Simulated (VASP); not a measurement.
## Be2C: single point with PBE

Be2C:

```xyz
3
Lattice="0.0000 2.2075 2.2075 2.2075 0.0000 2.2075 2.2075 2.2075 0.0000" Properties=species:S:1:pos:R:3 pbc="T T T"
Be    1.1037    1.1037    1.1037
Be    3.3112    3.3112    3.3112
C     0.0000    0.0000    0.0000
```

* Program: VASP 6.6.1
* Task: single point
* Functional: PBE
* Potentials or basis: VASP PAW PBE potentials, release 64 (Be, C)
* Cutoff: 600 eV
* k mesh: 8 × 8 × 8
* Occupations: gaussian, width 0.01 eV
* Spin: no spin polarisation
* Dipole correction: no
* Further INCAR settings: ALGO = Normal; EDIFF = 1e-06; NBANDS = 11

```json
{
 "Pressure": "-10.6 GPa",
 "Band gap on the k mesh": "1.13 eV (least direct gap 4.02 eV)"
}
```

Levels at points of the mesh, in eV from the valence-band top:
| k point | band 2 | band 3 | band 4 | band 5 | band 6 | band 7 |
| --- | --- | --- | --- | --- | --- | --- |
| (0.00, 0.00, 0.00) | 0.00 | 0.00 | 0.00 | 4.02 | 4.02 | 4.02 |
| (0.50, 0.00, 0.00) | -8.36 | -1.74 | -1.74 | 4.89 | 4.89 | 6.39 |
| (0.50, 0.50, 0.00) | -6.56 | -4.49 | -4.49 | 1.13 | 5.33 | 12.63 |

It took 8.3 s on 1 thread of AMD EPYC 7R13 Processor (Zen 3), with other jobs on the host, peak memory 0.12 GiB.

Caveat: the cell stands under tension. A k mesh can miss the band edges.
